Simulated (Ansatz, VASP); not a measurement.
## Two plane-wave programs on Ta

```xyz
7
Lattice="4.6418 0.0000 0.0000 2.3209 4.0199 0.0000 0.0000 0.0000 21.6850" Properties=species:S:1:pos:R:3 pbc="T T T"
Ta    0.0000    0.0000    8.0000
Ta    2.3209    1.3400    8.9475
Ta    4.6418    2.6800    9.8950
Ta    0.0000    0.0000   10.8425
Ta    2.3209    1.3400   11.7900
Ta    4.6418    2.6800   12.7375
Ta    0.0000    0.0000   13.6850
```

Alike in both runs: task single point; functional PBEsol; k mesh 7 × 7 × 1; no spin polarisation.

|  | VASP | Ansatz |
| --- | --- | --- |
| version | VASP 6.6.1 | Ansatz 0.2.0 |
| potentials or method | VASP PAW PBE potentials, release 64 (Ta_pv) | plane-wave PAW, scalar-relativistic |
| plane-wave cutoff (eV) | 520 | 420 |
| occupations | methfessel-paxton of order 1, width 0.1 eV | cold, width 0.1 eV |
| valence electrons in the cell | 77 | 91 |

|  | VASP | Ansatz | Ansatz less VASP |
| --- | --- | --- | --- |
| rms of the force components (eV/Å) | 0.722 | 0.721 | -0.0008 |

VASP's potentials were made for PBE, not for PBEsol, and Ansatz warns of the same on its side. Atom by atom the forces differ by 0.008 eV/Å (rms over components). VASP's potentials hold 77 valence electrons a cell and Ansatz's 91, so a difference there can come from the potentials and not from the codes.

Spin-orbit coupling is off throughout.
